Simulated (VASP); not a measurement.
# Be7InSe8 (a cell with a defect) in VASP: further runs

The runs below take Be7InSe8 (a cell with a defect) through single point, with PBEsol, LDA.

Program: VASP 6.6.1. These are calculated values, not measurements. Logs are shortened: lines on timing, memory, paths and dates and some standing lists are left out, and cuts for length are marked.

## (1) The cell of the first run

The cell holds a defect, 16 atoms: a = 7.253 Å, b = 7.253 Å, c = 7.253 Å, α = 60.00°, β = 60.00°, γ = 60.00°.

## (2) Single point, PBEsol

INCAR reads:

```
SYSTEM = Be7InSe8
ALGO = Normal
EDIFF = 1E-7
ENCUT = 520
GGA = PS
ISIF = 2
ISMEAR = -1
LASPH = .True.
LCHARG = .False.
LREAL = Auto
LWAVE = .False.
NBANDS = 52
NELECT = 74.0
NELM = 80
PREC = Accurate
SIGMA = 0.05
```

KPOINTS reads:

```
Automatic mesh
0
Gamma
  2 2 2
  0.5 0.5 0.5
```

POSCAR reads:

```
Be7InSe8
1.0
    0.0000000000      5.1288210000      5.1288210000
    5.1288210000      0.0000000000      5.1288210000
    5.1288210000      5.1288210000      0.0000000000
Be In Se
7 1 8
Direct
    0.9933960000      0.0131870000      0.9962680000
    0.0033400000      0.0248410000      0.4846480000
    0.5074300000      0.4990210000      0.9811110000
    0.9983910000      0.4899840000      0.9964990000
    0.5032390000      0.9993750000      0.4827690000
    0.5111930000      0.0021290000      0.0001020000
    0.0077140000      0.4708450000      0.5206080000
    0.4825560000      0.4935290000      0.5218350000
    0.1167290000      0.1432710000      0.1120060000
    0.6377420000      0.6386080000      0.5768050000
    0.1511890000      0.1176240000      0.6096990000
    0.6308200000      0.6277930000      0.1181420000
    0.1240280000      0.6115520000      0.1121220000
    0.6378680000      0.1257050000      0.6179210000
    0.6315830000      0.1161320000      0.1286120000
    0.1212410000      0.6258620000      0.6276610000
```

Potentials or basis: VASP PAW PBE potentials, release 64 (Be, In_d, Se).

Launch:

```sh
$ cat potpaw_PBE.64/Be/POTCAR potpaw_PBE.64/In_d/POTCAR potpaw_PBE.64/Se/POTCAR > POTCAR
$ mpirun -np 1 vasp_std > vasp.out
```

OUTCAR:

```text
SYSTEM = Be7InSe8
   EDIFF = 1E-7
   ENCUT = 520
   GGA = PS
   ISIF = 2
   ISMEAR = -1
   LASPH = .True.
   LREAL = Auto
   NELECT = 74.0
   NELM = 80
   PREC = Accurate

 ion  position               nearest neighbor table
   1  0.993  0.013  0.996-  15 2.15   9 2.19  11 2.30  13 2.38
   2  0.003  0.025  0.485-  14 2.17  11 2.17   9 2.21  16 2.36
   3  0.507  0.499  0.981-  15 2.27  13 2.27  12 2.31  10 2.39
   4  0.998  0.490  0.996-   9 2.05  13 2.15  12 2.18  16 2.19
   5  0.503  0.999  0.483-  11 2.09  15 2.10  10 2.14  14 2.35
   6  0.511  0.002  0.000-  15 2.15  12 2.22  14 2.26   9 2.34
[... 8 lines left out ...]
  15  0.632  0.116  0.129-   5 2.10   1 2.15   6 2.15   3 2.27
  16  0.121  0.626  0.628-   8 2.14   4 2.19   7 2.23   2 2.36

  LATTYP: Found a face centered cubic cell.
 ALAT       =    10.2576420000

  Lattice vectors:

 A1 = (   0.0000000000,   5.1288210000,   5.1288210000)
 A2 = (   5.1288210000,   0.0000000000,   5.1288210000)
 A3 = (   5.1288210000,   5.1288210000,   0.0000000000)

Analysis of symmetry for initial positions (statically):
=====================================================================
 Subroutine PRICEL returns:
 Original cell was already a primitive cell.

 Routine SETGRP: Setting up the symmetry group for a
 face centered cubic supercell.

 Subroutine GETGRP returns: Found  1 space group operations
 (whereof  1 operations were pure point group operations)
 out of a pool of 48 trial point group operations.

The static configuration has the point symmetry C_1 .

Analysis of symmetry for dynamics (positions and initial velocities):
=====================================================================
 Subroutine PRICEL returns:
 Original cell was already a primitive cell.

 Routine SETGRP: Setting up the symmetry group for a
 face centered cubic supercell.

 Subroutine GETGRP returns: Found  1 space group operations
 (whereof  1 operations were pure point group operations)
 out of a pool of 48 trial point group operations.

The dynamic configuration has the point symmetry C_1 .

 Subroutine INISYM returns: Found  1 space group operations
 (whereof  1 operations are pure point group operations),
 and found     1 'primitive' translations

----------------------------------------------------------------------------------------

                                     Primitive cell

  volume of cell :     269.8253

  direct lattice vectors                    reciprocal lattice vectors
     0.000000000  5.128821000  5.128821000    -0.097488292  0.097488292  0.097488292
     5.128821000  0.000000000  5.128821000     0.097488292 -0.097488292  0.097488292
     5.128821000  5.128821000  0.000000000     0.097488292  0.097488292 -0.097488292

  length of vectors
     7.253248217  7.253248217  7.253248217     0.168854675  0.168854675  0.168854675

  position of ions in fractional coordinates (direct lattice)
     0.993396000  0.013187000  0.996268000
     0.003340000  0.024841000  0.484648000
     0.507430000  0.499021000  0.981111000
     0.998391000  0.489984000  0.996499000
     0.503239000  0.999375000  0.482769000
     0.511193000  0.002129000  0.000102000
[... 8 lines left out ...]
     0.631583000  0.116132000  0.128612000
     0.121241000  0.625862000  0.627661000

  ion indices of the primitive-cell ions
   primitive index   ion index
                 1           1
                 2           2
                 3           3
                 4           4
                 5           5
                 6           6
[... 8 lines left out ...]
                15          15
                16          16

----------------------------------------------------------------------------------------

 KPOINTS: Automatic mesh

Automatic generation of k-mesh.
 Grid dimensions read from file:
 generate k-points for:    2    2    2

 Generating k-lattice:

  Cartesian coordinates                     Fractional coordinates (reciprocal lattice)
    -0.048744146  0.048744146  0.048744146     0.500000000  0.000000000  0.000000000
     0.048744146 -0.048744146  0.048744146     0.000000000  0.500000000  0.000000000
     0.048744146  0.048744146 -0.048744146     0.000000000  0.000000000  0.500000000

  Length of vectors
     0.084427338  0.084427338  0.084427338

  Shift w.r.t. Gamma in fractional coordinates (k-lattice)
     0.500000000  0.500000000  0.500000000

 Subroutine IBZKPT returns following result:
 ===========================================

 Found     16 irreducible k-points:

 Following reciprocal coordinates:
            Coordinates               Weight
  0.250000  0.250000  0.250000      2.000000
  0.250000  0.000000  0.000000      2.000000
  0.000000  0.000000 -0.250000      2.000000
  0.000000  0.250000  0.000000      2.000000
 -0.250000  0.250000  0.250000      2.000000
  0.250000 -0.250000  0.250000      2.000000
[... 8 lines left out ...]
  0.000000  0.250000  0.500000      2.000000
  0.500000  0.250000  0.000000      2.000000
   k-points           NKPTS =     16   k-points in BZ     NKDIM =     16   number of bands    NBANDS=     52
   number of dos      NEDOS =    301   number of ions     NIONS =     16
   total plane-waves  NPLWV = 157464
   dimension x,y,z NGX =    54 NGY =   54 NGZ =   54
   dimension x,y,z NGXF=   108 NGYF=  108 NGZF=  108
   ions per type =               7   1   8
   NGX,Y,Z   is equivalent  to a cutoff of  12.38, 12.38, 12.38 a.u.
   NGXF,Y,Z  is equivalent  to a cutoff of  24.75, 24.75, 24.75 a.u.
 SYSTEM =  Be7InSe8
   PREC   = accura    normal or accurate (medium, high low for compatibility)
   ISTART =      0    job   : 0-new  1-cont  2-samecut
   ICHARG =      2    charge: 1-file 2-atom 10-const
   ISPIN  =      1    spin polarized calculation?
   LNONCOLLINEAR =      F non collinear calculations
   LSORBIT =      F    spin-orbit coupling
   LASPH  =      T    aspherical Exc in radial PAW
   ENCUT  =  520.0 eV  38.22 Ry    6.18 a.u.  13.49 13.49 13.49*2*pi/ulx,y,z
   NELM   =     80;   NELMIN=  2; NELMDL= -5     # of ELM steps
   EDIFF  = 0.1E-06   stopping-criterion for ELM
   LREAL  =      T    real-space projection
   EDIFFG = 0.1E-05   stopping-criterion for IOM
   NSW    =      0    number of steps for IOM
   IBRION =     -1    ionic relax: 0-MD 1-quasi-New 2-CG
   NFREE  =      0    steps in history (QN), initial steepest desc. (CG)
   ISIF   =      2    stress and relaxation
   ISYM   =      2    0-nonsym 1-usesym 2-fastsym
   POTIM  = 0.5000    time-step for ionic-motion
   TEBEG  =    0.0;   TEEND  =   0.0 temperature during run
   PSTRESS=    0.0 pullay stress
   NELECT =      74.0000    total number of electrons
   NUPDOWN=      -1.0000    fix difference up-down
   EMIN   =  10.00;   EMAX   =-10.00  energy-range for DOS
   EFERMI =   0.00;   METHOD = LEGACY
   ISMEAR =    -1;   SIGMA  =   0.05  broadening in eV -4-tet -1-fermi 0-gaus
   EFERMI_NEDOS =   21; number of points for ismear=-14 and -15
   IALGO  =     38    algorithm
   IMIX   =      4    mixing-type and parameters
     AMIX     =   0.40;   BMIX     =  1.00
     AMIX_MAG =   1.60;   BMIX_MAG =  1.00
  volume/ion in A,a.u.               =      16.86       113.80
  Fermi-wavevector in a.u.,A,eV,Ry     =   1.063632  2.009972 15.392434  1.131312
  Thomas-Fermi vector in A             =   2.199123
   LORBIT       =      0    0 simple, 1 ext, 2 COOP (PROOUT), +10 PAW based schemes
   GGA     = PS    functional components
   LHFCALC =     F    Hartree Fock is set to
   AEXX    =    0.0000 exact exchange contribution
   IVDW    =     0    specifies the selected vdW correction
   LEPSILON=     F    determine dielectric tensor
   LRPA    =     F    only Hartree local field effects (RPA)
 non-spin polarized calculation
  energy-cutoff  :      520.00
  volume of cell :      269.83
 maximum number of plane-waves:      7291
 NGX is ok and might be reduce to    54
   NGX = 27   NGY = 27   NGZ = 27

 number of electron      74.0000002 magnetization

 Free energy of the ion-electron system (eV)
  ---------------------------------------------------
  ext. energy  EPLUGINS =         0.00000000
  ---------------------------------------------------
  free energy    TOTEN  =       -73.53953540 eV

  energy without entropy =      -73.53953540  energy(sigma->0) =      -73.53953540

 E-fermi :   5.3368     XC(G=0):  -9.8179

 val. band max:        4.1850710244   @ k =   0.0000   0.2500   0.0000
 cond. band min:       6.7701734584   @ k =   0.2500   0.2500   0.2500
 fundamental gap:      2.5851024339
 Fermi energy:         5.3367883495

 k-point     1 :       0.2500    0.2500    0.2500
  band No.  band energies     occupation
      1     -11.7204      2.00000
      2     -11.6251      2.00000
      3     -11.3561      2.00000
      4     -10.6467      2.00000
      5     -10.6106      2.00000
      6     -10.0817      2.00000
[... 41 lines left out ...]
     48       9.0305      0.00000
     49       9.5040      0.00000

 k-point     2 :       0.2500    0.0000    0.0000
  band No.  band energies     occupation
      1     -11.7128      2.00000
      2     -11.6319      2.00000
      3     -11.3571      2.00000
      4     -10.6453      2.00000
      5     -10.6107      2.00000
      6     -10.0765      2.00000
[... 41 lines left out ...]
     48       9.1803      0.00000
     49       9.4805      0.00000

 k-point     3 :       0.0000    0.0000   -0.2500
  band No.  band energies     occupation
      1     -11.7077      2.00000
      2     -11.6289      2.00000
      3     -11.3785      2.00000
      4     -10.6451      2.00000
      5     -10.6100      2.00000
      6     -10.0665      2.00000
[... 41 lines left out ...]
     48       9.2850      0.00000
     49       9.4054      0.00000

 k-point     4 :       0.0000    0.2500    0.0000
  band No.  band energies     occupation
      1     -11.7081      2.00000
      2     -11.6398      2.00000
      3     -11.3547      2.00000
      4     -10.6459      2.00000
      5     -10.6101      2.00000
      6     -10.0682      2.00000
[... 561 lines left out ...]
     48       9.9473      0.00000
     49      10.0577      0.00000

 k-point    15 :       0.0000    0.2500    0.5000
  band No.  band energies     occupation
      1     -11.7079      2.00000
      2     -11.6407      2.00000
      3     -11.3605      2.00000
      4     -10.6418      2.00000
      5     -10.6114      2.00000
      6      -9.8292      2.00000
[... 41 lines left out ...]
     48       9.8423      0.00000
     49      10.1834      0.00000

 k-point    16 :       0.5000    0.2500    0.0000
  band No.  band energies     occupation
      1     -11.7236      2.00000
      2     -11.6277      2.00000
      3     -11.3471      2.00000
      4     -10.6419      2.00000
      5     -10.6104      2.00000
      6      -9.8274      2.00000
[... 41 lines left out ...]
     48      10.0559      0.00000
     49      10.0767      0.00000
 [bands above 49 left out]

------------------------ aborting loop because EDIFF is reached ----------------------------------------

  FORCE on cell =-STRESS in cart. coord.  units (eV):
  Direction    XX          YY          ZZ          XY          YZ          ZX
  --------------------------------------------------------------------------------------
  -------------------------------------------------------------------------------------
  Total       13.2094352     13.1743189     15.6965196     -6.5355892      5.7566340      3.5571257
  in kB       78.4354170     78.2269023     93.2033084    -38.8072359     34.1819297     21.1216173
  external PRESSURE =      83.2885426 kB  Pullay stress =       0.0000000 kB

 VOLUME and BASIS-vectors are now :
 -----------------------------------------------------------------------------
  energy-cutoff  :      520.00
  volume of cell :      269.83
      direct lattice vectors                 reciprocal lattice vectors
     0.000000000  5.128821000  5.128821000    -0.097488292  0.097488292  0.097488292
     5.128821000  0.000000000  5.128821000     0.097488292 -0.097488292  0.097488292
     5.128821000  5.128821000  0.000000000     0.097488292  0.097488292 -0.097488292

 POSITION                                       TOTAL-FORCE (eV/Angst)
 -----------------------------------------------------------------------------------
      5.17731     10.20463      5.16258        -1.107010      0.632305     -0.242900
      2.61308      2.50280      0.14454        -0.573307      0.162110     -0.177400
      7.59133      7.63446      5.16191         0.404212     -0.215136     -0.097491
      7.62391     10.23143      7.63361         0.824059     -0.356911      0.618881
      7.60165      5.05706      7.70664         0.392442      0.854300      0.611288
      0.01144      2.62234      2.63274        -0.151792     -0.541691     -0.495502
[... 8 lines left out ...]
      1.25525      3.89890      3.83490         0.005178     -1.076407      1.087729
      6.42910      3.84098      3.83176         4.552850     -5.743267     -4.297560
 -----------------------------------------------------------------------------------
    total drift:                               -0.010100      0.031759     -0.008287

  FREE ENERGIE OF THE ION-ELECTRON SYSTEM (eV)
  ---------------------------------------------------
  free  energy   TOTEN  =       -73.5395353973 eV

  energy  without entropy=      -73.5395353973  energy(sigma->0) =      -73.53953540
```

It took 7.6 min on 1 thread of Intel Xeon Platinum 8259CL at 2.50GHz (Skylake/Cascade Lake), shared host; peak memory 0.48 GiB.

Results:

| Quantity | Value |
| --- | --- |
| Free energy | -73.5395 eV |
| Largest force | 8.986 eV/Å |

Forces on the atoms (eV/Å):
```
Be  -1.107  0.632 -0.243
Be  -0.573  0.162 -0.177
Be   0.404 -0.215 -0.097
Be   0.824 -0.357  0.619
Be   0.392  0.854  0.611
Be  -0.152 -0.542 -0.496
Be  -0.244 -1.209  1.163
In  -2.997 -1.755  0.470
Se  -1.206  1.349 -0.573
Se   4.636  5.818  5.040
Se   0.839 -0.010 -1.252
Se  -2.041 -2.588  1.209
Se   0.918  0.802  1.051
Se  -4.253  3.878 -4.114
Se   0.005 -1.076  1.088
Se   4.553 -5.743 -4.298
```

Caveat: the cell carries a net charge on a neutralising background, which shifts energy and pressure; the cell is charged against a uniform background, so pressure and absolute levels hang on convention; the PAW data sets were made with another functional, which shifts forces and pressure a little; spin-orbit coupling is left out, which moves the levels of the heavy elements.

## (3) Single point, LDA

INCAR reads:

```
PREC     = Accurate       # precision mode
ENCUT    = 520            # plane-wave cutoff, eV
EDIFF    = 1E-7           # SCF threshold, eV
ISMEAR   = -1             # smearing method
SIGMA    = 0.05           # smearing width, eV
LREAL    = Auto         
LASPH    = T              # aspherical terms in the spheres
NELM     = 60             # most SCF steps
ALGO     = Normal         # electronic algorithm
ISIF     = 2              # what is computed and relaxed
LWAVE    = F              # write WAVECAR
LCHARG   = T              # write CHGCAR
LELF     = T              # ELF
LVHAR    = T            
NBANDS   = 52             # bands
NELECT   = 74.0
```

KPOINTS is that of step 2.

POSCAR is that of step 2.

Potentials or basis: VASP PAW LDA potentials, release 64 (Be, In_d, Se).

Launch:

```sh
$ cat potpaw_LDA.64/Be/POTCAR potpaw_LDA.64/In_d/POTCAR potpaw_LDA.64/Se/POTCAR > POTCAR
$ mpirun -np 1 vasp_std > vasp.out
```

Wall time 10 min (1 thread of Intel Xeon Platinum 8259CL at 2.50GHz (Skylake/Cascade Lake), shared host); peak memory 0.37 GiB.

It converged, with:

| Quantity | Value |
| --- | --- |
| Free energy | -78.4112 eV |
| Largest force | 8.809 eV/Å |

Forces on the atoms (eV/Å):
```
Be  -1.062  0.620 -0.244
Be  -0.548  0.147 -0.168
Be   0.421 -0.200 -0.127
Be   0.811 -0.319  0.606
Be   0.358  0.802  0.584
Be  -0.152 -0.508 -0.476
Be  -0.261 -1.186  1.138
In  -2.973 -1.732  0.504
Se  -1.148  1.296 -0.562
Se   4.562  5.709  4.920
Se   0.832 -0.045 -1.205
Se  -1.994 -2.525  1.181
Se   0.867  0.780  1.030
Se  -4.140  3.804 -4.002
Se  -0.008 -1.053  1.057
Se   4.435 -5.590 -4.235
```

Levels at points of the mesh, in eV from the Fermi level:
| k point | band 35 | band 36 | band 37 | band 38 | band 39 | band 40 |
| --- | --- | --- | --- | --- | --- | --- |
| (0.25, 0.25, 0.25) | -1.96 | -1.39 | -1.17 | 1.41 | 1.73 | 1.83 |

Caveat: the cell carries a net charge on a neutralising background, which shifts energy and pressure; the cell is charged against a uniform background, so pressure and absolute levels hang on convention; spin-orbit coupling is left out, which moves the levels of the heavy elements.
